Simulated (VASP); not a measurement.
# SnO (Romarchite) (P4/nmm) in VASP: relaxation of cell and atoms with LDA

Aim: the relaxation of cell and atoms of SnO (Romarchite) with LDA.

Program: VASP 6.6.1. These are calculated values, not measurements. Logs are shortened: lines on timing, memory, paths and dates and some standing lists are left out, and cuts for length are marked.

## Step 1: The cell of the first run

It takes space group P4/nmm (No. 129, tetragonal). Conventional cell: a = 3.768 Å, b = 3.768 Å, c = 4.661 Å, α = 90.00°, β = 90.00°, γ = 90.00°. Sn (site symmetry 4mm) has 4 O at 2.20 Å within 2.9 Å. Within 2.9 Å of O (site symmetry -4m2) lie 4 Sn at 2.20 Å and 4 O at 2.66 Å.

## Step 2: Relaxation of cell and atoms, LDA

File INCAR:

```
PREC = Accurate
ENCUT = 600
EDIFF = 1E-6
ISMEAR = 0
SIGMA = 0.1
LREAL = False
LASPH = True
NELM = 100
ALGO = Normal
ISIF = 3
LWAVE = False
LCHARG = False
IBRION = 2
NSW = 100
EDIFFG = -0.005
```

File KPOINTS:

```
regular mesh
0
Gamma
  12 12 10
```

File POSCAR:

```
SnO
1.0
    3.7684145659      0.0000000000      0.0000000000
    0.0000000000      3.7684145659      0.0000000000
    0.0000000000      0.0000000000      4.6608438525
Sn O
2 2
Direct
    0.5000000000      0.0000000000      0.2454391878
    0.0000000000      0.5000000000      0.7545608122
    0.0000000000      0.0000000000      0.0000000000
    0.5000000000      0.5000000000      0.0000000000
```

Potentials or basis: VASP PAW LDA potentials, release 64 (Sn_d, O).

The run is started by

```
> cat potpaw_LDA.64/Sn_d/POTCAR potpaw_LDA.64/O/POTCAR > POTCAR
> mpirun -np 1 vasp_std > vasp.out
```

OUTCAR:

```text
PREC = Accurate
   ENCUT = 600
   EDIFF = 1E-6
   ISMEAR = 0
   LREAL = False
   LASPH = True
   NELM = 100
   ISIF = 3
   IBRION = 2
   NSW = 100
   EDIFFG = -0.005

 ion  position               nearest neighbor table
   1  0.500  0.000  0.245-   3 2.20   4 2.20   4 2.20   3 2.20   2 3.51   2 3.51   2 3.51   2 3.51
                             2 3.57   2 3.57   2 3.57   2 3.57
   2  0.000  0.500  0.755-   3 2.20   4 2.20   3 2.20   4 2.20   1 3.51   1 3.51   1 3.51   1 3.51
                             1 3.57   1 3.57   1 3.57   1 3.57
   3  0.000  0.000  0.000-   1 2.20   2 2.20   2 2.20   1 2.20
   4  0.500  0.500  0.000-   1 2.20   2 2.20   1 2.20   2 2.20

  LATTYP: Found a simple tetragonal cell.
 ALAT       =     3.7684145659
 C/A-ratio  =     1.2368182351

  Lattice vectors:

 A1 = (   3.7684145659,   0.0000000000,   0.0000000000)
 A2 = (   0.0000000000,   3.7684145659,   0.0000000000)
 A3 = (   0.0000000000,   0.0000000000,   4.6608438525)

Analysis of symmetry for initial positions (statically):
=====================================================================
 Subroutine PRICEL returns:
 Original cell was already a primitive cell.

 Routine SETGRP: Setting up the symmetry group for a
 simple tetragonal supercell.

 Subroutine GETGRP returns: Found 16 space group operations
 (whereof  8 operations were pure point group operations)
 out of a pool of 16 trial point group operations.

The static configuration has the point symmetry D_2d.
 The point group associated with its full space group is D_4h.

Analysis of symmetry for dynamics (positions and initial velocities):
=====================================================================
 Subroutine PRICEL returns:
 Original cell was already a primitive cell.

 Routine SETGRP: Setting up the symmetry group for a
 simple tetragonal supercell.

 Subroutine GETGRP returns: Found 16 space group operations
 (whereof  8 operations were pure point group operations)
 out of a pool of 16 trial point group operations.

The dynamic configuration has the point symmetry D_2d.
 The point group associated with its full space group is D_4h.

 Subroutine INISYM returns: Found 16 space group operations
 (whereof  8 operations are pure point group operations),
 and found     1 'primitive' translations

----------------------------------------------------------------------------------------

                                     Primitive cell

  volume of cell :      66.1884

  direct lattice vectors                    reciprocal lattice vectors
     3.768414566  0.000000000  0.000000000     0.265363585  0.000000000  0.000000000
     0.000000000  3.768414566  0.000000000     0.000000000  0.265363585  0.000000000
     0.000000000  0.000000000  4.660843853     0.000000000  0.000000000  0.214553422

  length of vectors
     3.768414566  3.768414566  4.660843853     0.265363585  0.265363585  0.214553422

  position of ions in fractional coordinates (direct lattice)
     0.500000000  0.000000000  0.245439188
     0.000000000  0.500000000  0.754560812
     0.000000000  0.000000000  0.000000000
     0.500000000  0.500000000  0.000000000

  ion indices of the primitive-cell ions
   primitive index   ion index
                 1           1
                 2           2
                 3           3
                 4           4

----------------------------------------------------------------------------------------

 KPOINTS: regular mesh

Automatic generation of k-mesh.
 Grid dimensions read from file:
 generate k-points for:   12   12   10

 Generating k-lattice:

  Cartesian coordinates                     Fractional coordinates (reciprocal lattice)
     0.022113632  0.000000000  0.000000000     0.083333333  0.000000000  0.000000000
     0.000000000  0.022113632  0.000000000     0.000000000  0.083333333  0.000000000
     0.000000000  0.000000000  0.021455342     0.000000000  0.000000000  0.100000000

  Length of vectors
     0.022113632  0.022113632  0.021455342

  Shift w.r.t. Gamma in fractional coordinates (k-lattice)
     0.000000000  0.000000000  0.000000000

 Subroutine IBZKPT returns following result:
 ===========================================

 Found    168 irreducible k-points:

 Following reciprocal coordinates:
            Coordinates               Weight
  0.000000  0.000000  0.000000      1.000000
  0.083333  0.000000  0.000000      4.000000
  0.166667  0.000000  0.000000      4.000000
  0.250000  0.000000  0.000000      4.000000
  0.333333  0.000000  0.000000      4.000000
  0.416667  0.000000  0.000000      4.000000
[... 16 lines left out ...]
  0.333333  0.333333  0.000000      4.000000
  0.416667  0.333333  0.000000      8.000000
 [... further k-points ...]
   k-points           NKPTS =    168   k-points in BZ     NKDIM =    168   number of bands    NBANDS=     24
   number of dos      NEDOS =    301   number of ions     NIONS =      4
   total plane-waves  NPLWV =  36000
   dimension x,y,z NGX =    30 NGY =   30 NGZ =   40
   dimension x,y,z NGXF=    60 NGYF=   60 NGZF=   80
   ions per type =               2   2
   NGX,Y,Z   is equivalent  to a cutoff of  13.23, 13.23, 14.27 a.u.
   NGXF,Y,Z  is equivalent  to a cutoff of  26.47, 26.47, 28.53 a.u.
 SYSTEM =  unknown system
   PREC   = accura    normal or accurate (medium, high low for compatibility)
   ISTART =      0    job   : 0-new  1-cont  2-samecut
   ICHARG =      2    charge: 1-file 2-atom 10-const
   ISPIN  =      1    spin polarized calculation?
   LNONCOLLINEAR =      F non collinear calculations
   LSORBIT =      F    spin-orbit coupling
   LASPH  =      T    aspherical Exc in radial PAW
   ENCUT  =  600.0 eV  44.10 Ry    6.64 a.u.   7.53  7.53  9.31*2*pi/ulx,y,z
   NELM   =    100;   NELMIN=  2; NELMDL= -5     # of ELM steps
   EDIFF  = 0.1E-05   stopping-criterion for ELM
   LREAL  =      F    real-space projection
   EDIFFG = -.5E-02   stopping-criterion for IOM
   NSW    =    100    number of steps for IOM
   IBRION =      2    ionic relax: 0-MD 1-quasi-New 2-CG
   NFREE  =      1    steps in history (QN), initial steepest desc. (CG)
   ISIF   =      3    stress and relaxation
   ISYM   =      2    0-nonsym 1-usesym 2-fastsym
   POTIM  = 0.5000    time-step for ionic-motion
   TEBEG  =    0.0;   TEEND  =   0.0 temperature during run
   PSTRESS=    0.0 pullay stress
   NELECT =      40.0000    total number of electrons
   NUPDOWN=      -1.0000    fix difference up-down
   EMIN   =  10.00;   EMAX   =-10.00  energy-range for DOS
   EFERMI =   0.00;   METHOD = LEGACY
   ISMEAR =     0;   SIGMA  =   0.10  broadening in eV -4-tet -1-fermi 0-gaus
   EFERMI_NEDOS =   21; number of points for ismear=-14 and -15
   IALGO  =     38    algorithm
   IMIX   =      4    mixing-type and parameters
     AMIX     =   0.40;   BMIX     =  1.00
     AMIX_MAG =   1.60;   BMIX_MAG =  1.00
  volume/ion in A,a.u.               =      16.55       111.67
  Fermi-wavevector in a.u.,A,eV,Ry     =   1.384100  2.615570 26.065134  1.915733
  Thomas-Fermi vector in A             =   2.508636
   LORBIT       =      0    0 simple, 1 ext, 2 COOP (PROOUT), +10 PAW based schemes
   GGA     = CA    functional components
   LHFCALC =     F    Hartree Fock is set to
   AEXX    =    0.0000 exact exchange contribution
   IVDW    =     0    specifies the selected vdW correction
   LEPSILON=     F    determine dielectric tensor
   LRPA    =     F    only Hartree local field effects (RPA)
 conjugate gradient relaxation of ions
 non-spin polarized calculation
 Gauss-broadening in eV      SIGMA  =   0.10
  energy-cutoff  :      600.00
  volume of cell :       66.19
 maximum number of plane-waves:      2236
   NGX = 15   NGY = 15   NGZ = 19

--------------------------------------- Ionic step        1  -------------------------------------------

 number of electron      40.0000019 magnetization

 Free energy of the ion-electron system (eV)
  ---------------------------------------------------
  ext. energy  EPLUGINS =         0.00000000
  ---------------------------------------------------
  free energy    TOTEN  =       -25.73668201 eV

  energy without entropy =      -25.73561069  energy(sigma->0) =      -25.73614635

------------------------ aborting loop because EDIFF is reached ----------------------------------------

  FORCE on cell =-STRESS in cart. coord.  units (eV):
  Direction    XX          YY          ZZ          XY          YZ          ZX
  --------------------------------------------------------------------------------------
  -------------------------------------------------------------------------------------
  Total        0.0823541      0.0823541      0.0982141      0.0000000      0.0000000      0.0000000
  in kB        1.9934896      1.9934896      2.3774018      0.0000000      0.0000000      0.0000000
  external PRESSURE =       2.1214603 kB  Pullay stress =       0.0000000 kB
[... 95 lines left out ...]
  FREE ENERGIE OF THE ION-ELECTRON SYSTEM (eV)
  ---------------------------------------------------
  free  energy   TOTEN  =       -25.7371613985 eV

  energy  without entropy=      -25.7360471535  energy(sigma->0) =      -25.73660428

[... ionic steps 4 to 8 ...]

--------------------------------------- Ionic step        9  -------------------------------------------

 number of electron      40.0000010 magnetization

------------------------ aborting loop because EDIFF is reached ----------------------------------------

  FORCE on cell =-STRESS in cart. coord.  units (eV):
  Direction    XX          YY          ZZ          XY          YZ          ZX
  --------------------------------------------------------------------------------------
  -------------------------------------------------------------------------------------
  Total       -0.0236045     -0.0236045     -0.0554515      0.0000000     -0.0000000      0.0000000
  in kB       -0.5744191     -0.5744191     -1.3494192      0.0000000     -0.0000000      0.0000000
  external PRESSURE =      -0.8327525 kB  Pullay stress =       0.0000000 kB
[... 61 lines left out ...]
  energy  without entropy=      -25.7362360676  energy(sigma->0) =      -25.73690881

--------------------------------------- Ionic step       11  -------------------------------------------

 number of electron      40.0000010 magnetization

 Free energy of the ion-electron system (eV)
  ---------------------------------------------------
  ext. energy  EPLUGINS =         0.00000000
  ---------------------------------------------------
  free energy    TOTEN  =       -25.73765002 eV

  energy without entropy =      -25.73630216  energy(sigma->0) =      -25.73697609

 E-fermi :   7.6852     XC(G=0): -11.0188

 val. band max:        7.6748743908   @ k =   0.0833   0.0833   0.0000
 cond. band min:       7.7238011674   @ k =   0.4167   0.4167   0.0000
 fundamental gap:      0.0489267766
 Fermi energy:         7.6851859437

 k-point     1 :       0.0000    0.0000    0.0000
  band No.  band energies     occupation
      1     -14.3685      2.00000
      2     -13.9078      2.00000
      3     -13.9078      2.00000
      4     -13.8883      2.00000
      5     -13.8453      2.00000
      6     -13.8403      2.00000
[... 637 lines left out ...]
     23      12.1447      0.00000
     24      12.5026      0.00000

 [... further k-points ...]
[... 5 lines left out ...]
  --------------------------------------------------------------------------------------
  -------------------------------------------------------------------------------------
  Total        0.0102865      0.0102865      0.0003827      0.0000000      0.0000000      0.0000000
  in kB        0.2505325      0.2505325      0.0093201      0.0000000      0.0000000      0.0000000
  external PRESSURE =       0.1701284 kB  Pullay stress =       0.0000000 kB
[... 19 lines left out ...]
  FREE ENERGIE OF THE ION-ELECTRON SYSTEM (eV)
  ---------------------------------------------------
  free  energy   TOTEN  =       -25.7376500198 eV

  energy  without entropy=      -25.7363021610  energy(sigma->0) =      -25.73697609

 reached required accuracy - stopping structural energy minimisation
```

Wall time 11 min (1 thread of Intel Xeon 6975P-C (Granite Rapids), shared host); peak memory 0.39 GiB.

Results:

| Quantity | Value |
| --- | --- |
| Free energy | -25.7377 eV |
| Relaxed volume | 16.45 Å³/atom |
| Relaxed cell | a = 3.767 Å, b = 3.767 Å, c = 4.636 Å, α = 90.00°, β = 90.00°, γ = 90.00° |
| Space group after relaxing (to 0.05 Å) | P4/nmm (No. 129) |
| Energy gained by relaxing | 0.2 meV/atom |
| Ionic steps | 11 |
| Pressure after relaxing | 0.0 GPa |
| Largest force after relaxing | 0.004 eV/Å |
| Band gap on the k mesh | zero (band 20 reaches 7.67 eV, above the bottom of band 21 at 7.40 eV) |

Forces on the atoms (eV/Å):
```
Sn   0.000  0.000 -0.004
Sn   0.000  0.000  0.004
O    0.000  0.000  0.000
O    0.000  0.000  0.000
```

The path:
| step | energy change (eV) | largest force (eV/Å) | pressure (GPa) | volume (Å³) |
| --- | --- | --- | --- | --- |
| 1 | 0.0000 | 0.1156 | 0.21 | 66.19 |
| 2 | -0.0003 | 0.0399 | -0.47 | 66.40 |
| 3 | -0.0005 | 0.0227 | -0.20 | 66.31 |
| 4 | -0.0007 | 0.0128 | -0.09 | 66.17 |
| 5 | -0.0008 | 0.0088 | -0.03 | 66.08 |
| 6 | -0.0008 | 0.0006 | 0.05 | 65.89 |
| 7 | -0.0008 | 0.0053 | 0.02 | 65.96 |
| 8 | -0.0009 | 0.0050 | -0.01 | 65.91 |
| 9 | -0.0009 | 0.0189 | -0.08 | 65.84 |
| 10 | -0.0009 | 0.0271 | 0.18 | 65.68 |
| 11 | -0.0010 | 0.0036 | 0.02 | 65.78 |

Final structure:
```yaml
crystal:
  lattice:
    - [3.76683, 0.00000, 0.00000]
    - [0.00000, 3.76683, 0.00000]
    - [0.00000, 0.00000, 4.63618]
  atoms:
    - { symbol: Sn, position: [0.50000, 0.00000, 0.24794] }
    - { symbol: Sn, position: [0.00000, 0.50000, 0.75206] }
    - { symbol: O, position: [0.00000, 0.00000, 0.00000] }
    - { symbol: O, position: [0.50000, 0.50000, 0.00000] }
```

Caveat: spin-orbit coupling is left out, which moves the levels of the heavy elements.
